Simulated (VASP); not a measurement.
# EuS (Fm-3m) in VASP: notebook, part 2 of 2

VASP 6.6.1. The steps go on from the part before.

**4. Single point, PBE+U, collinear spin, ferromagnetic start**

This run uses another cell than the first one, of 28.54 Å³/atom, 1.052 times its volume.

File INCAR:

```
SYSTEM = EuS
PREC     = Accurate       ! precision mode
ENCUT    = 600            ! plane-wave cutoff, eV
EDIFF    = 1E-6           ! SCF threshold, eV
ISMEAR   = -1             ! smearing method
SIGMA    = 0.1            ! smearing width, eV
LREAL    = .FALSE.        ! projectors in reciprocal space
LASPH    = .TRUE.         ! aspherical terms in the spheres
NELM     = 200            ! most SCF steps
ALGO     = Normal         ! electronic algorithm
ISIF     = 2              ! what is computed and relaxed
LWAVE    = .FALSE.        ! write WAVECAR
LCHARG   = .FALSE.        ! write CHGCAR
ISPIN    = 2              ! spin polarisation
MAGMOM   = 4.9 0          ! initial moments
LORBIT   = 11             ! projections on sites
LMAXMIX  = 6              ! l up to which the mixer works
LDAU     = .TRUE.         ! DFT+U
LDAUTYPE = 2            
LDAUL    = 3 -1           ! shell
LDAUU    = 5 0            ! U, eV
LDAUJ    = 0 0          
LDAUPRINT= 1            
GGA      = PE             ! functional
NBANDS   = 22             ! bands
GGA_COMPAT= .FALSE.
```

File KPOINTS:

```
Automatic mesh
0
G
  7 7 7
  0 0 0
```

File POSCAR:

```
EuS
1.0
    0.0000000000      3.0558980143      3.0558980143
    3.0558980143      0.0000000000      3.0558980143
    3.0558980143      3.0558980143      0.0000000000
Eu S
1 1
Direct
    0.0000000000      0.0000000000      0.0000000000
    0.5000000000      0.5000000000      0.5000000000
```

Potentials or basis: VASP PAW PBE potentials, release 64 (Eu, S).

On the command line:

```
> cat potpaw_PBE.64/Eu/POTCAR potpaw_PBE.64/S/POTCAR > POTCAR
> mpirun -np 1 vasp_std > vasp.out
```

OUTCAR:

```text
SYSTEM = EuS
   PREC = Accurate
   ENCUT = 600
   EDIFF = 1E-6
   ISMEAR = -1
   LREAL = .FALSE.
   LASPH = .TRUE.
   NELM = 200
   ISIF = 2
   ISPIN = 2
   LORBIT = 11
   GGA = PE

 ion  position               nearest neighbor table
   1  0.000  0.000  0.000-   2 3.06   2 3.06   2 3.06   2 3.06   2 3.06   2 3.06
   2  0.500  0.500  0.500-   1 3.06   1 3.06   1 3.06   1 3.06   1 3.06   1 3.06

  LATTYP: Found a face centered cubic cell.
 ALAT       =     6.1117960286

  Lattice vectors:

 A1 = (   0.0000000000,   3.0558980143,   3.0558980143)
 A2 = (   3.0558980143,   0.0000000000,   3.0558980143)
 A3 = (   3.0558980143,   3.0558980143,   0.0000000000)

Analysis of symmetry for initial positions (statically):
=====================================================================
 Subroutine PRICEL returns:
[... 739 lines left out ...]
      2     -13.6731      1.00000
      3     -13.6731      1.00000
      4     -13.6731      1.00000
      5      -9.4139      1.00000
      6       1.3026      1.00000
[... 489 lines left out ...]
     21      11.9473      0.00000
     22      12.5067      0.00000

------------------------ aborting loop because EDIFF is reached ----------------------------------------

  FORCE on cell =-STRESS in cart. coord.  units (eV):
  Direction    XX          YY          ZZ          XY          YZ          ZX
  --------------------------------------------------------------------------------------
  -------------------------------------------------------------------------------------
  Total       -0.9630572     -0.9630572     -0.9630572     -0.0000000      0.0000000     -0.0000000
  in kB      -27.0343608    -27.0343608    -27.0343608     -0.0000000      0.0000000     -0.0000000
  external PRESSURE =     -27.0343608 kB  Pullay stress =       0.0000000 kB

 VOLUME and BASIS-vectors are now :
 -----------------------------------------------------------------------------
  energy-cutoff  :      600.00
  volume of cell :       57.08
      direct lattice vectors                 reciprocal lattice vectors
     0.000000000  3.055898014  3.055898014    -0.163618026  0.163618026  0.163618026
     3.055898014  0.000000000  3.055898014     0.163618026 -0.163618026  0.163618026
     3.055898014  3.055898014  0.000000000     0.163618026  0.163618026 -0.163618026

 POSITION                                       TOTAL-FORCE (eV/Angst)
 -----------------------------------------------------------------------------------
      0.00000      0.00000      0.00000         0.000000     -0.000000     -0.000000
      3.05590      3.05590      3.05590         0.000000      0.000000      0.000000
 -----------------------------------------------------------------------------------
    total drift:                                0.000000      0.000000      0.000000

  FREE ENERGIE OF THE ION-ELECTRON SYSTEM (eV)
  ---------------------------------------------------
  free  energy   TOTEN  =       -19.2068275717 eV

  energy  without entropy=      -19.2043275694  energy(sigma->0) =      -19.20557757

 total charge

# of ion       s       p       d       f       tot
--------------------------------------------------
    1        2.026   5.780   0.213   6.827  14.846
    2        1.316   2.424   0.000   0.000   3.740
--------------------------------------------------
tot          3.342   8.205   0.213   6.827  18.586

 magnetization (x)

# of ion       s       p       d       f       tot
--------------------------------------------------
    1       -0.016  -0.119   0.041   6.811   6.718
    2       -0.005  -0.053   0.000   0.000  -0.058
--------------------------------------------------
tot         -0.021  -0.172   0.041   6.811   6.659
```

stdout:

```text
POSCAR found type information on POSCAR EuS
 POSCAR found :  2 types and       2 ions
 scaLAPACK will be used
 LDA part: xc-table for (Slater+PW92), standard interpolation
 POSCAR, INCAR and KPOINTS ok, starting setup
 FFT: planning ... GRIDC
 FFT: planning ... GRID_SOFT
 FFT: planning ... GRID
 WAVECAR not read
 entering main loop
```

It took 58 s on 1 thread of Intel Xeon Platinum 8488C (Sapphire Rapids), shared host; peak memory 0.26 GiB.

Results:

| Item | Value |
| --- | --- |
| Free energy | -19.2068 eV |
| Pressure | -2.7 GPa |
| Band gap on the k mesh | 0.61 eV, indirect (least direct gap 0.82 eV) |
| Net moment | 7.00 μB per cell |
| Site moments | Eu +6.72; S -0.06 μB |
| Valence electrons inside the program's atomic spheres | Eu 14.85; S 3.74 |

Eigenvalues of the final occupation matrices:
```csv
site,spin,trace,eigenvalues
site 1 f,1,6.83,0.97 0.97 0.97 0.98 0.98 0.98 0.98
site 1 f,2,0.01,0.00 0.00 0.00 0.00 0.00 0.00 0.00
```

Caveat: spin-orbit coupling is left out, which moves the levels of the heavy elements; a cell with one magnetic atom can't hold antiferromagnetic order, which such compounds often take. The state reached can hang on the start; a lower one may exist.

**5. Summary**

```tsv
cell	gap on the mesh (eV)	pressure (GPa)	moment (μB)
a = 4.249 Å, angles 60.0°, 2 atoms	0.37	-0.6	7.00
a = 4.286 Å, angles 60.0°, 2 atoms	0.49	-1.8	7.00
a = 4.322 Å, angles 60.0°, 2 atoms	0.61	-2.7	7.00
```

Alike in all rows: task single point; level PBE+U; potentials or basis VASP PAW PBE potentials, release 64 (Eu, S); spin collinear, ferromagnetic start; Eu f U = 5.0 eV; k mesh 7 × 7 × 7; cutoff (eV) 600; smearing fermi-dirac 0.1 eV.

Caveats: spin-orbit coupling is left out, which moves the levels of the heavy elements; a cell with one magnetic atom can't hold antiferromagnetic order, which such compounds often take.

Total energies depend on the potentials used, so only differences within one code and one set of settings carry meaning.
